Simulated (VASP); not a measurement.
A run of VASP 6.6.1 is set up as follows.

File INCAR:

```
SYSTEM = Sr
ALGO = Fast ; EDIFF = 1E-6
ENCUT = 520 ; ISIF = 2
ISMEAR = 0 ; LASPH = .True.
LCHARG = .False. ; LREAL = .False.
LWAVE = .False. ; NBANDS = 17
NELM = 80 ; PREC = Accurate
SIGMA = 0.15
```

The input KPOINTS:

```
k-points
0
Gamma
  12 12 8
  0 0 0
```

Contents of POSCAR:

```
Sr
1.0
    3.8152827013      0.0000000000      0.0000000000
   -1.9076413507      3.5528298300      0.0000000000
    0.0000000000      0.0000000000      6.7154259278
Sr
2
Direct
    0.3333333333      0.6666666667      0.2500000000
    0.6666666667      0.3333333333      0.7500000000
```

Potentials or basis: VASP PAW LDA potentials, release 64 (Sr_sv).

Run with:

```bash
$ cat potpaw_LDA.64/Sr_sv/POTCAR > POTCAR
$ mpirun -np 1 vasp_std > vasp.out
```

Task: Estimate the largest force.

Result: 0.073 eV/Å.

Task: Estimate the pressure.

Result: 1.0 GPa.

Task: What does it give for the band gap on the k mesh?

Result: Zero (bands 10 and 11 overlap by 0.30 eV).

Stress tensor (GPa, compression positive):
```
2.40 0.00 0.00
0.00 0.38 0.00
0.00 0.00 0.25
```
